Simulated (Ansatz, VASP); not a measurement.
**Ta2C: VASP beside Ansatz**

```xyz
3
Lattice="3.0724 0.0000 0.0000 -1.5362 2.6607 0.0000 0.0000 0.0000 4.8808" Properties=species:S:1:pos:R:3 pbc="T T T"
Ta    0.0000    1.7738    1.2398
Ta    1.5362    0.8869    3.6410
C     0.0000    0.0000    0.0000
```

Alike in both runs: functional PBEsol; dispersion D3(BJ); k mesh 10 × 10 × 6; occupations methfessel-paxton of order 1, width 0.15 eV; no spin polarisation.

Ansatz relaxed the structure, and its values are those at the end. VASP's run is a single point on that final structure, the one shown.

|  | VASP | Ansatz |
| --- | --- | --- |
| version | VASP 6.6.1 | Ansatz 0.2.0 |
| potentials or method | VASP PAW PBE potentials, release 64 (Ta_pv, C), cutoff 520 eV | plane waves, PAW |
| valence electrons in the cell | 26 | 30 |

```csv
,VASP,Ansatz,Ansatz less VASP
pressure (GPa),0.6,0.0,-0.57
rms of the force components (eV/Å),0.023,0.000,-0.0227
```

VASP's potentials were made for PBE, not for PBEsol. VASP's potentials hold 26 valence electrons a cell and Ansatz's 30, so a difference there can come from the potentials and not from the codes.

Spin-orbit coupling is off throughout.
